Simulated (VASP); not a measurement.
A run of VASP 6.6.1:

The input INCAR:

```
PREC = Accurate ; ENCUT = 520
EDIFF = 1E-6 ; ISMEAR = 0
SIGMA = 0.1 ; LREAL = Auto
LASPH = T ; NELM = 100
ALGO = Normal ; ISIF = 2
LWAVE = F ; LCHARG = F
GGA = PE ; IVDW = 12
NBANDS = 70
```

Contents of KPOINTS:

```
regular mesh
0
Gamma
  2 2 2
```

POSCAR

```
Al32H
1.0
    8.1000000000      0.0000000000      0.0000000000
    0.0000000000      8.1000000000      0.0000000000
    0.0000000000      0.0000000000      8.1000000000
Al H
32 1
Direct
    0.5004648698      0.0029876876      0.0024856885
    0.7494643603      0.2508914257     -0.0009154693
    0.7494387309     -0.0003696982      0.2503443059
    0.0007054409     -0.0003432564     -0.0009110531
    0.2497171463      0.2475401871      0.0024399511
    0.4993292870      0.5010101734     -0.0017018619
    0.7528223748      0.7506013172      0.0025065856
    0.2496714830      0.0030072482      0.2469685470
    0.5004671687      0.2474916697      0.2469850664
    0.7527987065      0.4998377976      0.2469955969
    0.4992914862     -0.0011684212      0.5005144527
    0.7528279910      0.2474680393      0.4993786314
    0.7527952116      0.0029767531      0.7501389850
   -0.0026112957      0.4998697816      0.0024312240
    0.2508103751      0.7495149815     -0.0017116546
    0.0007058740      0.2508875102      0.2503185684
    0.2508514808      0.5010397929      0.2511279353
    0.4992886349      0.7494611665      0.2511439010
   -0.0027063968      0.0030295575      0.4993603869
    0.2508107566      0.2516884080      0.5004638704
    0.5094105850      0.4908603943      0.4904336314
    0.7486366293      0.7494856412      0.5004928060
    0.2508493862     -0.0011508786      0.7489372222
    0.4993280787      0.2516772714      0.7489637470
    0.7486682389      0.5010293734      0.7489455107
   -0.0027036092      0.7506217704      0.2469486842
    0.0014977989      0.5010101374      0.5004773532
    0.2406169634      0.7596475621      0.4903354543
   -0.0026107464      0.2475493244      0.7501089625
    0.2408994130      0.4910570726      0.7589220413
    0.5093969624      0.7595361337      0.7591060309
    0.0014966017      0.7495003546      0.7489641412
    0.3751317222      0.6255296117      0.6244216373
```

Potentials or basis: VASP PAW PBE potentials, release 64 (Al, H).

The run is started by

```bash
$ cat potpaw_PBE.64/Al/POTCAR potpaw_PBE.64/H/POTCAR > POTCAR
$ mpirun -np 1 vasp_std > vasp.out
```

Hardware: 1 thread of Intel Xeon 8259CL, with other jobs on the host.

Estimate the wall time of this run.

It took 10 min on 1 thread of Intel Xeon 8259CL, with other jobs on the host, peak memory 0.53 GiB. Counts: scf iterations 14, k points 8.
